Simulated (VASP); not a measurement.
Set up this calculation in VASP 6.6.1, as the native input.

- Task: single point
- Functional: PBE
- Dispersion: D3(BJ)
- Potentials or basis: VASP PAW PBE potentials, release 64 (Ge_d)
- Cutoff: 520 eV
- k mesh: 12 × 12 × 1
- Occupations: gaussian, width 0.1 eV
- Spin: no spin polarisation
- Dipole correction: yes
- Further INCAR settings: ALGO = Normal; EDIFF = 1e-07; NBANDS = 21

The structure of Ge lies in POSCAR:

```
Ge
1.0
    4.2240000000      0.0000000000      0.0000000000
   -2.1120000000      3.6580913056      0.0000000000
    0.0000000000      0.0000000000     28.0000000000
Ge
2
Direct
    0.3333333333      0.6666666667      0.5130892857
    0.6666666667      0.3333333333      0.4869107143
```

One way to write it, as run:

INCAR

```
SYSTEM = Ge
PREC = Accurate
ENCUT = 520
EDIFF = 1E-7
ISMEAR = 0
SIGMA = 0.1
LREAL = .False.
LASPH = .True.
NELM = 80
ALGO = Normal
ISIF = 2
LWAVE = .False.
LCHARG = .True.
LDIPOL = .True.
IDIPOL = 3
DIPOL = 0.5 0.5 0.500
GGA = PE
IVDW = 12
LELF = .True.
LVHAR = .True.
LVACPOTAV = .True.
NBANDS = 21
```

KPOINTS

```
Automatic mesh
0
Gamma
  12 12 1
  0 0 0
```

Potentials or basis: VASP PAW PBE potentials, release 64 (Ge_d).

Run with:

```sh
$ cat potpaw_PBE.64/Ge_d/POTCAR > POTCAR
$ mpirun -np 1 vasp_std > vasp.out
```

Results of the run:

| Item | Value |
| --- | --- |
| Largest force | 0.371 eV/Å |
| Band gap on the k mesh | zero (bands 14 and 15 overlap by 0.02 eV) |
| Dispersion energy per atom | -0.140 eV |
| Work function of the upper face | 4.52 eV |
| Work function of the lower face | 4.52 eV |

Wall time 4.7 min on 1 thread of Intel(R) Xeon(R) Platinum 8259CL CPU @ 2.50GHz (Skylake/Cascade Lake), on a shared host, peak memory 0.57 GiB.
